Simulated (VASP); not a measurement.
Input of a VASP 6.6.1 run:

File INCAR:

```
ALGO     = Normal         # electronic algorithm
EDIFF    = 1E-6           # SCF threshold, eV
ENCUT    = 520            # plane-wave cutoff, eV
GGA      = PE             # functional
ISIF     = 2              # what is computed and relaxed
ISMEAR   = 0              # smearing method
LASPH    = True           # aspherical terms in the spheres
LCHARG   = False          # write CHGCAR
LREAL    = False          # projectors in reciprocal space
LWAVE    = False          # write WAVECAR
NBANDS   = 38             # bands
NELM     = 100            # most SCF steps
PREC     = Accurate       # precision mode
SIGMA    = 0.1            # smearing width, eV
```

Contents of KPOINTS:

```
k-points
0
Gamma
  4 4 4
```

Contents of POSCAR:

```
SiNi
1.0
    4.5202416880      0.0000000000      0.0000000000
    0.0000000000      4.5202416880      0.0000000000
    0.0000000000      0.0000000000      4.5202416880
Si Ni
4 4
Direct
    0.8463621845      0.8463621845      0.8463621845
    0.6536378155      0.1536378155      0.3463621845
    0.3463621845      0.6536378155      0.1536378155
    0.1536378155      0.3463621845      0.6536378155
    0.1489584246      0.1489584246      0.1489584246
    0.3510415754      0.8510415754      0.6489584246
    0.6489584246      0.3510415754      0.8510415754
    0.8510415754      0.6489584246      0.3510415754
```

Potentials or basis: VASP PAW PBE potentials, release 64 (Si, Ni).

Launch:

```console
$ cat potpaw_PBE.64/Si/POTCAR potpaw_PBE.64/Ni/POTCAR > POTCAR
$ mpirun -np 1 vasp_std > vasp.out
```

(1) Predict the band gap on the k mesh.

(2) What does it give for the pressure?

## Answers

(1) zero (bands 28 and 29 overlap by 1.16 eV).

(2) 0.0 GPa.
